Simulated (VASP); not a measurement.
Input of a VASP 6.6.1 run:

Contents of INCAR:

```
SYSTEM = Cu
  ALGO = Fast
  EDIFF = 1E-6
  ENCUT = 520
  GGA = PS
  ISIF = 2
  ISMEAR = 0
  LASPH = .True.
  LCHARG = .False.
  LREAL = .False.
  LWAVE = .False.
  NBANDS = 18
  NELM = 80
  PREC = Accurate
  SIGMA = 0.15
```

The input KPOINTS:

```
k-points
0
Gamma
  24 24 12
  0 0 0
```

The input POSCAR:

```
Cu
1.0
    2.5519048927      0.0000000000      0.0000000000
   -1.2759524463      2.2100144651      0.0000000000
    0.0000000000      0.0000000000      3.6941375226
Cu
2
Direct
    0.3333333333      0.6666666667      0.2500000000
    0.6666666667      0.3333333333      0.7500000000
```

Potentials or basis: VASP PAW PBE potentials, release 64 (Cu).

The run is started by

```bash
$ cat potpaw_PBE.64/Cu/POTCAR > POTCAR
$ mpirun -np 1 vasp_std > vasp.out
```

(1) Estimate the band gap on the k mesh.

(2) Predict the pressure.

Answers

(1) zero (bands 11 and 12 overlap by 5.81 eV).

(2) 21.3 GPa.

Caveat: the stress differs along the axes, from 12 to 40 GPa; the PAW data sets were made with another functional, which shifts forces and pressure a little.
